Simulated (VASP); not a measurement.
# Sn2Te3Pt (P4/mmm) in VASP: a series of runs

The runs below take Sn2Te3Pt through single point, relaxation of cell and atoms, with PBE.

Program: VASP 6.6.1. These are calculated values, not measurements. Logs are shortened: lines on timing, memory, paths and dates and some standing lists are left out, and cuts for length are marked.

### 1 The cell of the first run

It takes space group P4/mmm (No. 123, tetragonal). The conventional cell has a = 5.821 Å, b = 5.821 Å, c = 5.700 Å, α = 90.00°, β = 90.00°, γ = 90.00°. Sn (site symmetry mmm) has 2 Te at 2.91 Å and 2 Pt at 2.91 Å within 3.8 Å. Te (site symmetry 4/mmm) has 2 Te at 2.85 Å and 4 Sn at 2.91 Å within 3.8 Å. Te (site symmetry 4/mmm) has 2 Pt at 2.85 Å within 3.8 Å. Within 3.8 Å of Te (site symmetry 4/mmm) lie 2 Te at 2.85 Å. Within 3.8 Å of Pt (site symmetry 4/mmm) lie 2 Te at 2.85 Å and 4 Sn at 2.91 Å.

### 2 Single point, PBE

Input file INCAR:

```
SYSTEM = Sn2Te3Pt
PREC = Accurate
ENCUT = 520
EDIFF = 1E-6
ISMEAR = 0
SIGMA = 0.1
LREAL = .FALSE.
LASPH = .TRUE.
NELM = 60
ALGO = Normal
ISIF = 2
LWAVE = .FALSE.
LCHARG = .TRUE.
GGA = PE
LELF = .TRUE.
LVHAR = .TRUE.
NBANDS = 37
```

Input file KPOINTS:

```
regular mesh
0
G
  4 4 4
  0 0 0
```

Input file POSCAR:

```
Sn2Te3Pt
1.0
    5.8213858840      0.0000000000      0.0000000000
    0.0000000000      5.8213858840      0.0000000000
    0.0000000000      0.0000000000      5.6998917568
Sn Te Pt
2 3 1
Direct
    0.0000000000      0.5000000000      0.5000000000
    0.5000000000      0.0000000000      0.5000000000
    0.0000000000      0.0000000000      0.5000000000
    0.5000000000      0.5000000000      0.0000000000
    0.0000000000      0.0000000000      0.0000000000
    0.5000000000      0.5000000000      0.5000000000
```

Potentials or basis: VASP PAW PBE potentials, release 64 (Sn_d, Te, Pt).

On the command line:

```bash
> cat potpaw_PBE.64/Sn_d/POTCAR potpaw_PBE.64/Te/POTCAR potpaw_PBE.64/Pt/POTCAR > POTCAR
> mpirun -np 1 vasp_std > vasp.out
```

OUTCAR:

```text
SYSTEM = Sn2Te3Pt
   PREC = Accurate
   ENCUT = 520
   EDIFF = 1E-6
   ISMEAR = 0
   LREAL = .FALSE.
   LASPH = .TRUE.
   NELM = 60
   ISIF = 2
   GGA = PE

 ion  position               nearest neighbor table
   1  0.000  0.500  0.500-   3 2.91   6 2.91   3 2.91   6 2.91
   2  0.500  0.000  0.500-   3 2.91   6 2.91   6 2.91   3 2.91
   3  0.000  0.000  0.500-   5 2.85   5 2.85   1 2.91   2 2.91   1 2.91   2 2.91
   4  0.500  0.500  0.000-   6 2.85   6 2.85
   5  0.000  0.000  0.000-   3 2.85   3 2.85
   6  0.500  0.500  0.500-   4 2.85   4 2.85   1 2.91   2 2.91   2 2.91   1 2.91

  LATTYP: Found a simple tetragonal cell.
 ALAT       =     5.8213858840
 C/A-ratio  =     0.9791296901

  Lattice vectors:

 A1 = (   5.8213858840,   0.0000000000,   0.0000000000)
 A2 = (   0.0000000000,   5.8213858840,   0.0000000000)
 A3 = (   0.0000000000,   0.0000000000,   5.6998917568)

Analysis of symmetry for initial positions (statically):
=====================================================================
 Subroutine PRICEL returns:
 Original cell was already a primitive cell.

 Routine SETGRP: Setting up the symmetry group for a
 simple tetragonal supercell.

 Subroutine GETGRP returns: Found 16 space group operations
 (whereof 16 operations were pure point group operations)
 out of a pool of 16 trial point group operations.

The static configuration has the point symmetry D_4h.

Analysis of symmetry for dynamics (positions and initial velocities):
=====================================================================
 Subroutine PRICEL returns:
 Original cell was already a primitive cell.

 Routine SETGRP: Setting up the symmetry group for a
 simple tetragonal supercell.

 Subroutine GETGRP returns: Found 16 space group operations
 (whereof 16 operations were pure point group operations)
 out of a pool of 16 trial point group operations.

The dynamic configuration has the point symmetry D_4h.

 Subroutine INISYM returns: Found 16 space group operations
 (whereof 16 operations are pure point group operations),
 and found     1 'primitive' translations

----------------------------------------------------------------------------------------

                                     Primitive cell

  volume of cell :     193.1610

  direct lattice vectors                    reciprocal lattice vectors
     5.821385884  0.000000000  0.000000000     0.171780401  0.000000000  0.000000000
[... 90 lines left out ...]
   NSW    =      0    number of steps for IOM
   IBRION =     -1    ionic relax: 0-MD 1-quasi-New 2-CG
   NFREE  =      0    steps in history (QN), initial steepest desc. (CG)
   ISIF   =      2    stress and relaxation
   ISYM   =      2    0-nonsym 1-usesym 2-fastsym
   POTIM  = 0.5000    time-step for ionic-motion
   TEBEG  =    0.0;   TEEND  =   0.0 temperature during run
   PSTRESS=    0.0 pullay stress
   NELECT =      56.0000    total number of electrons
   NUPDOWN=      -1.0000    fix difference up-down
   EMIN   =  10.00;   EMAX   =-10.00  energy-range for DOS
   EFERMI =   0.00;   METHOD = LEGACY
   ISMEAR =     0;   SIGMA  =   0.10  broadening in eV -4-tet -1-fermi 0-gaus
   EFERMI_NEDOS =   21; number of points for ismear=-14 and -15
   IALGO  =     38    algorithm
   IMIX   =      4    mixing-type and parameters
     AMIX     =   0.40;   BMIX     =  1.00
     AMIX_MAG =   1.60;   BMIX_MAG =  1.00
  volume/ion in A,a.u.               =      32.19       217.25
  Fermi-wavevector in a.u.,A,eV,Ry     =   1.083505  2.047528 15.973019  1.173984
  Thomas-Fermi vector in A             =   2.219573
   LORBIT       =      0    0 simple, 1 ext, 2 COOP (PROOUT), +10 PAW based schemes
   GGA     = PE    functional components
   LHFCALC =     F    Hartree Fock is set to
   AEXX    =    0.0000 exact exchange contribution
   IVDW    =     0    specifies the selected vdW correction
   LEPSILON=     F    determine dielectric tensor
   LRPA    =     F    only Hartree local field effects (RPA)
 non-spin polarized calculation
 Gauss-broadening in eV      SIGMA  =   0.10
  energy-cutoff  :      520.00
  volume of cell :      193.16
 maximum number of plane-waves:      5248
 NGX is ok and might be reduce to    48
   NGX = 21   NGY = 21   NGZ = 21

 number of electron      56.0000007 magnetization

 Free energy of the ion-electron system (eV)
  ---------------------------------------------------
  ext. energy  EPLUGINS =         0.00000000
  ---------------------------------------------------
  free energy    TOTEN  =       -21.95394841 eV

  energy without entropy =      -21.92456123  energy(sigma->0) =      -21.93925482

 E-fermi :   5.6483     XC(G=0):  -9.2574

 val. band max:        5.6431237469   @ k =   0.5000   0.2500   0.0000
 cond. band min:       5.6644866375   @ k =   0.5000   0.0000   0.2500
 fundamental gap:      0.0213628906
 Fermi energy:         5.6483385924

 k-point     1 :       0.0000    0.0000    0.0000
  band No.  band energies     occupation
      1     -16.4164      2.00000
      2     -16.3895      2.00000
      3     -16.3692      2.00000
      4     -16.3692      2.00000
      5     -16.2522      2.00000
      6     -16.2522      2.00000
[... 709 lines left out ...]
     36      10.3038      0.00000
     37      10.6821      0.00000

------------------------ aborting loop because EDIFF is reached ----------------------------------------

  FORCE on cell =-STRESS in cart. coord.  units (eV):
  Direction    XX          YY          ZZ          XY          YZ          ZX
  --------------------------------------------------------------------------------------
  -------------------------------------------------------------------------------------
  Total       -0.0086718     -0.0086718     -0.0702277      0.0000000      0.0000000      0.0000000
  in kB       -0.0719281     -0.0719281     -0.5825053      0.0000000      0.0000000      0.0000000
  external PRESSURE =      -0.2421205 kB  Pullay stress =       0.0000000 kB

 VOLUME and BASIS-vectors are now :
 -----------------------------------------------------------------------------
  energy-cutoff  :      520.00
  volume of cell :      193.16
      direct lattice vectors                 reciprocal lattice vectors
     5.821385884  0.000000000  0.000000000     0.171780401  0.000000000  0.000000000
     0.000000000  5.821385884  0.000000000     0.000000000  0.171780401  0.000000000
     0.000000000  0.000000000  5.699891757     0.000000000  0.000000000  0.175441928

 POSITION                                       TOTAL-FORCE (eV/Angst)
 -----------------------------------------------------------------------------------
      0.00000      2.91069      2.84995         0.000000      0.000000      0.000000
      2.91069      0.00000      2.84995         0.000000      0.000000      0.000000
      0.00000      0.00000      2.84995         0.000000      0.000000      0.000000
      2.91069      2.91069      0.00000         0.000000      0.000000      0.000000
      0.00000      0.00000      0.00000         0.000000      0.000000      0.000000
      2.91069      2.91069      2.84995         0.000000      0.000000      0.000000
 -----------------------------------------------------------------------------------
    total drift:                                0.000000      0.000000     -0.000000

  FREE ENERGIE OF THE ION-ELECTRON SYSTEM (eV)
  ---------------------------------------------------
  free  energy   TOTEN  =       -21.9539484144 eV

  energy  without entropy=      -21.9245612314  energy(sigma->0) =      -21.93925482
```

stdout:

```text
POSCAR found type information on POSCAR SnTePt
 POSCAR found :  3 types and       6 ions
 scaLAPACK will be used
 LDA part: xc-table for (Slater+PW92), standard interpolation
 POSCAR, INCAR and KPOINTS ok, starting setup
 FFT: planning ... GRIDC
 FFT: planning ... GRID_SOFT
 FFT: planning ... GRID
 WAVECAR not read
 entering main loop
```

Run time: 64 s. Hardware: 1 thread of Intel Xeon 6975P-C (Granite Rapids), shared host; peak memory 0.36 GiB.

What came out:

```
Free energy            : -21.9539 eV
Pressure               : 0.0 GPa
Band gap on the k mesh : zero (band 28 reaches 6.14 eV, above the bottom of band 29 at 5.09 eV)
```

Caveat: spin-orbit coupling is left out, which moves the levels of the heavy elements.

[end of part 1 of 2]
